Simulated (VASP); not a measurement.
Set up this calculation in VASP 6.6.1, as the native input.

```
Task                   : relaxation of cell and atoms
Functional             : PBEsol
Potentials or basis    : VASP PAW PBE potentials, release 64 (Ti_sv, O)
Cutoff                 : 600 eV
k mesh                 : 6 × 6 × 9
Occupations            : fermi-dirac, width 0.05 eV
Spin                   : no spin polarisation
Target pressure        : 10 GPa
Dipole correction      : no
Further INCAR settings : ALGO = Normal; EDIFF = 1e-07; IBRION = 2; EDIFFG = -0.01; NSW = 60; ISIF = 3
```

The structure of TiO2 lies in POSCAR:

```
TiO2
1.0
    4.5998373239      0.0000000000      0.0000000000
    0.0000000000      4.5998373239      0.0000000000
    0.0000000000      0.0000000000      2.9592135600
Ti O
2 4
Direct
    0.0000000000      0.0000000000      0.5000000000
    0.5000000000      0.5000000000      0.0000000000
    0.3043213200      0.3043213200      0.5000000000
    0.1956786800      0.8043213200      0.0000000000
    0.8043213200      0.1956786800      0.0000000000
    0.6956786800      0.6956786800      0.5000000000
```

These files were run (other wordings do the same):

INCAR

```
PREC = Accurate ; ENCUT = 600
EDIFF = 1E-7 ; ISMEAR = -1
SIGMA = 0.05 ; LREAL = False
LASPH = True ; NELM = 60
ALGO = Normal ; ISIF = 3
LWAVE = False ; LCHARG = False
GGA = PS ; IBRION = 2
NSW = 60 ; EDIFFG = -0.01
PSTRESS = 100.0
```

KPOINTS

```
Automatic mesh
0
Gamma
  6 6 9
```

Potentials or basis: VASP PAW PBE potentials, release 64 (Ti_sv, O).

The run is started by

```bash
$ cat potpaw_PBE.64/Ti_sv/POTCAR potpaw_PBE.64/O/POTCAR > POTCAR
$ mpirun -np 1 vasp_std > vasp.out
```

Results of the run:

- Relaxed volume: 9.93 Å³/atom
- Relaxed cell: a = 4.519 Å, b = 4.519 Å, c = 2.918 Å, α = 90.00°, β = 90.00°, γ = 90.00°
- Space group after relaxing (to 0.05 Å): P4_2/mnm (No. 136)
- Energy change on relaxing (the enthalpy is what falls): +11.3 meV/atom
- Ionic steps: 7
- Pressure after relaxing: 9.9 GPa
- Largest force after relaxing: 0.003 eV/Å
- Band gap on the k mesh: 1.87 eV, direct

Caveat: the cell is relaxed towards a set pressure, so the enthalpy falls and the energy may rise; the PAW data sets were made with another functional, which shifts forces and pressure a little.

Run time: 14 min on 1 thread of Intel Xeon 8259CL, on a shared host, peak memory 0.26 GiB.
